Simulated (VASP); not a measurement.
# ZrB (I4/mmm) in VASP: further runs, part 2 of 2

VASP 6.6.1.

### Step 3. Single point, PBE (biaxial strain in the a-b plane: -4.0 %)

INCAR

```
SYSTEM = ZrB
  PREC = Accurate
  ENCUT = 520
  EDIFF = 1E-6
  ISMEAR = 0
  SIGMA = 0.1
  LREAL = .False.
  LASPH = .True.
  NELM = 80
  ALGO = Normal
  ISIF = 2
  LWAVE = .False.
  LCHARG = .False.
  GGA = PE
  NBANDS = 23
```

KPOINTS

```
Automatic mesh
0
Gamma
  12 12 10
  0 0 0
```

POSCAR

```
ZrB
1.0
    2.3539685041      2.3539685041      0.0000000000
   -2.3539685041      2.3539685041      0.0000000000
    0.0000000000      0.0000000000      5.0217994754
Zr B
2 2
Direct
    0.0000000000      0.0000000000      0.0000000000
    0.5000000000      0.5000000000      0.5000000000
    0.5000000000      0.5000000000      0.0000000000
    0.0000000000      0.0000000000      0.5000000000
```

Potentials or basis: VASP PAW PBE potentials, release 64 (Zr_sv, B).

Launch:

```
> cat potpaw_PBE.64/Zr_sv/POTCAR potpaw_PBE.64/B/POTCAR > POTCAR
> mpirun -np 1 vasp_std > vasp.out
```

OUTCAR:

```text
SYSTEM = ZrB
   PREC = Accurate
   ENCUT = 520
   EDIFF = 1E-6
   ISMEAR = 0
   LREAL = .False.
   LASPH = .True.
   NELM = 80
   ISIF = 2
   GGA = PE

 ion  position               nearest neighbor table
   1  0.000  0.000  0.000-   3 2.35   3 2.35   3 2.35   3 2.35   4 2.51   4 2.51   2 3.44   2 3.44
                             2 3.44   2 3.44   2 3.44   2 3.44   2 3.44   2 3.44
   2  0.500  0.500  0.500-   4 2.35   4 2.35   4 2.35   4 2.35   3 2.51   3 2.51   1 3.44   1 3.44
                             1 3.44   1 3.44   1 3.44   1 3.44   1 3.44   1 3.44
   3  0.500  0.500  0.000-   1 2.35   1 2.35   1 2.35   1 2.35   2 2.51   2 2.51
   4  0.000  0.000  0.500-   2 2.35   2 2.35   2 2.35   2 2.35   1 2.51   1 2.51

[... 845 lines left out ...]
  -------------------------------------------------------------------------------------
  Total        6.7001727      6.7001727     -1.1833656      0.0000000      0.0000000     -0.0000000
  in kB      192.8883150    192.8883150    -34.0673903      0.0000000      0.0000000     -0.0000000
  external PRESSURE =     117.2364132 kB  Pullay stress =       0.0000000 kB

 VOLUME and BASIS-vectors are now :
 -----------------------------------------------------------------------------
  energy-cutoff  :      520.00
  volume of cell :       55.65
      direct lattice vectors                 reciprocal lattice vectors
     2.353968504  2.353968504  0.000000000     0.212407260  0.212407260  0.000000000
    -2.353968504  2.353968504  0.000000000    -0.212407260  0.212407260  0.000000000
     0.000000000  0.000000000  5.021799475     0.000000000  0.000000000  0.199131806

 POSITION                                       TOTAL-FORCE (eV/Angst)
 -----------------------------------------------------------------------------------
      0.00000      0.00000      0.00000        -0.000000      0.000000     -0.000000
      0.00000      2.35397      2.51090        -0.000000     -0.000000      0.000000
      0.00000      2.35397      0.00000         0.000000      0.000000     -0.000000
      0.00000      0.00000      2.51090         0.000000      0.000000     -0.000000
 -----------------------------------------------------------------------------------
    total drift:                               -0.000000      0.000000      0.000000

  FREE ENERGIE OF THE ION-ELECTRON SYSTEM (eV)
  ---------------------------------------------------
  free  energy   TOTEN  =       -31.7399358415 eV

  energy  without entropy=      -31.7308871303  energy(sigma->0) =      -31.73541149
```

It took 2.1 min on 1 thread of AMD EPYC 9R45 (Zen 5), shared host; peak memory 0.28 GiB.

Results:

```
Free energy            : -31.7399 eV
Pressure               : 11.7 GPa
Band gap on the k mesh : zero (bands 15 and 16 overlap by 3.24 eV)
```

Caveat: the cell differs from its parent crystal (biaxial strain in the a-b plane: -4.0 %); the cell stands under pressure.

### Step 4. Single point, PBE (biaxial strain in the a-b plane: -2.0 %, then relaxed in part)

INCAR

```
ALGO = Normal
EDIFF = 1E-7
ENCUT = 520
GGA = PE
ISIF = 2
ISMEAR = 0
LASPH = T
LCHARG = T
LELF = T
LREAL = F
LVHAR = T
LWAVE = F
NBANDS = 23
NELM = 80
PREC = Accurate
SIGMA = 0.1
```

KPOINTS

```
k-points
0
Gamma
  12 12 10
```

POSCAR

```
ZrB
1.0
    2.4030095146      2.4030095146      0.0000000000
   -2.4030095146      2.4030095146      0.0000000000
    0.0000000000      0.0000000000      4.9401592646
Zr B
2 2
Direct
    0.0000000000      0.0000000000      0.0000000000
    0.5000000000      0.5000000000      0.5000000000
    0.5000000000      0.5000000000      0.0000000000
    0.0000000000      0.0000000000      0.5000000000
```

Launch:

```
> cat potpaw_PBE.64/Zr_sv/POTCAR potpaw_PBE.64/B/POTCAR > POTCAR
> mpirun -np 1 vasp_std > vasp.out
```

Wall time 2.2 min (1 thread of AMD EPYC 9R45 (Zen 5), shared host); peak memory 0.28 GiB.

The run converged. Its results:

```
Free energy            : -31.9528 eV
Pressure               : 6.0 GPa
Band gap on the k mesh : zero (bands 15 and 16 overlap by 3.21 eV)
```

Stress tensor (GPa, compression positive):
```
8.93 0.00 0.00
0.00 8.93 0.00
0.00 0.00 0.07
```

Levels at points of the mesh, in eV from the Fermi level:
```tsv
k point	band 12	band 13	band 14	band 15	band 16	band 17	band 18	band 19	band 20	band 21
(0.00, 0.00, 0.00)	-0.82	1.60	1.88	1.88	2.26	2.26	3.10	3.38	3.41	3.56
(0.50, 0.00, 0.00)	-2.51	-1.04	-1.04	-0.83	-0.83	3.77	3.77	5.42	5.42	6.16
(0.50, 0.50, 0.00)	-0.84	-0.61	-0.61	2.03	2.03	2.13	2.13	4.73	4.73	5.83
(0.00, 0.00, 0.50)	-1.49	0.18	0.18	1.53	1.53	1.53	1.53	3.99	3.99	5.75
(0.50, 0.00, 0.50)	-3.88	-1.25	-1.25	-1.17	-1.17	4.92	4.92	5.09	5.09	6.35
(0.50, 0.50, 0.50)	-0.95	-0.95	-0.95	-0.81	-0.81	4.36	4.36	4.36	4.36	6.09
```

Caveat: the cell differs from its parent crystal (biaxial strain in the a-b plane: -2.0 %, then relaxed in part); the cell stands under pressure.

### Step 5. Summary

| cell | gap on the mesh (eV) | pressure (GPa) |
| --- | --- | --- |
| a = 3.329, b = 3.329, c = 4.973 Å, 4 atoms | none | 13.4 |
| a = 3.329, b = 3.329, c = 5.022 Å, 4 atoms | none | 11.7 |
| a = 3.398, b = 3.398, c = 4.940 Å, 4 atoms | none | 6.0 |

Alike in all rows: task single point; level PBE; potentials or basis VASP PAW PBE potentials, release 64 (Zr_sv, B); no spin polarisation; k mesh 12 × 12 × 10; cutoff (eV) 520; smearing gaussian 0.1 eV.

Caveats: the cell stands under pressure.

Absolute energies hang on the potentials; compare differences alone.
